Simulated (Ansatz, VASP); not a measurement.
**Two plane-wave programs on HfSiF**

INCAR

```
SYSTEM = HfSiF
PREC     = Accurate       ! precision mode
ENCUT    = 600            ! plane-wave cutoff, eV
EDIFF    = 1E-7           ! SCF threshold, eV
ISMEAR   = 0              ! smearing method
SIGMA    = 0.1            ! smearing width, eV
LREAL    = .FALSE.        ! projectors in reciprocal space
LASPH    = .TRUE.         ! aspherical terms in the spheres
NELM     = 100            ! most SCF steps
ALGO     = Normal         ! electronic algorithm
ISIF     = 3              ! what is computed and relaxed
LWAVE    = .FALSE.        ! write WAVECAR
LCHARG   = .FALSE.        ! write CHGCAR
GGA      = PE             ! functional
IBRION   = 2              ! ionic algorithm
NSW      = 90             ! ionic steps
EDIFFG   = -0.04          ! ionic threshold
```

The input KPOINTS:

```
regular mesh
0
G
  6 6 4
  0 0 0
```

Contents of POSCAR:

```
HfSiF
1.0
    3.9589590700      0.0000000000      0.0000000000
   -1.9794795400      3.4285591300      0.0000000000
    0.0000000000      0.0000000000      6.4869598200
Hf Si F
2 2 2
Direct
    0.0000000000      0.0000000000      0.4977640500
    0.0000000000      0.0000000000      0.9977640500
    0.6666666700      0.3333333300      0.8227249400
    0.3333333300      0.6666666700      0.3227249400
    0.3333333300      0.6666666700      0.7242910300
    0.6666666700      0.3333333300      0.2242910300
```

Input for Ansatz:

```yaml
crystal:
  lattice:
    - [3.95895907, 0.0, 0.0]
    - [-1.97947954, 3.42855913, 0.0]
    - [0.0, 0.0, 6.48695982]
  atoms:
    - { symbol: Hf, position: [0.0, 0.0, 0.49776405] }
    - { symbol: Hf, position: [0.0, 0.0, 0.99776405] }
    - { symbol: Si, position: [0.66666667, 0.33333333, 0.82272494] }
    - { symbol: Si, position: [0.33333333, 0.66666667, 0.32272494] }
    - { symbol: F, position: [0.33333333, 0.66666667, 0.72429103] }
    - { symbol: F, position: [0.66666667, 0.33333333, 0.22429103] }
basis:
  ecutwfc: 420
kpoints:
  mp_grid: { grid: [6, 6, 4] }
hamiltonian:
  xc: pbe
scf:
  occupations: { method: gaussian, width: 0.1 }
  lower_state_search: "off"
output:
  forces: true
  stress: true
  eigenvalues: true
relax:
  adjacent_minimum: "off"
  f_tol: 0.04
  max_steps: 70
  cell: { stress_tol: 0.4 }
```

Change from the starting cell: species swapped into the GdSbPd type (P6_3mc, No. 186).

Alike in both runs: task relaxation of cell and atoms; functional PBE; k mesh 6 × 6 × 4; occupations gaussian, width 0.1 eV; no spin polarisation.

```csv
,VASP,Ansatz
version,VASP 6.6.1,Ansatz 0.2.0
potentials or method,"VASP PAW PBE potentials, release 64 (Hf_pv, Si, F), cutoff 600 eV","scalar-relativistic, plane waves, PAW"
valence electrons in the cell,42,74
```

Ansatz gave:

```
gap on the k mesh at the Fermi level, each at its own relaxed structure (eV) : none
relaxed volume (Å³/atom)                                                     : 16.28
relaxed cell length with the largest relative difference (Å)                 : 8.192
```

What did VASP give for the same quantities?

gap on the k mesh at the Fermi level, each at its own relaxed structure (eV): none; relaxed volume (Å³/atom): 16.03; relaxed cell length with the largest relative difference (Å): 8.082.

A gap of «none» marks a metal or a gap that the smearing closes. VASP's potentials hold 42 valence electrons a cell and Ansatz's 74, so a difference there can come from the potentials and not from the codes.

Spin-orbit coupling is off throughout.
